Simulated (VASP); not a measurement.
Input of a VASP 6.6.1 run:

The input INCAR:

```
SYSTEM = Se
ALGO = Normal
EDIFF = 1E-6
ENCUT = 520
GGA = PE
ISIF = 2
ISMEAR = -1
LASPH = .TRUE.
LCHARG = .TRUE.
LELF = .TRUE.
LREAL = .FALSE.
LVHAR = .TRUE.
LWAVE = .FALSE.
NBANDS = 9
NELM = 100
PREC = Accurate
SIGMA = 0.1
```

The input KPOINTS:

```
k-points
0
G
  20 20 20
  0 0 0
```

POSCAR

```
Se
1.0
    0.0000000000      2.2266514208      2.2266514208
    2.2266514208      0.0000000000      2.2266514208
    2.2266514208      2.2266514208      0.0000000000
Se
1
Direct
    0.0000000000      0.0000000000      0.0000000000
```

Potentials or basis: VASP PAW PBE potentials, release 64 (Se).

Launch:

```bash
$ cat potpaw_PBE.64/Se/POTCAR > POTCAR
$ mpirun -np 1 vasp_std > vasp.out
```

**Question.** Estimate the band gap on the k mesh.

**Answer.** Zero (bands 3 and 4 overlap by 4.55 eV).

**Question.** Predict the pressure.

**Answer.** -4.5 GPa.

Caveat: the cell stands under tension.
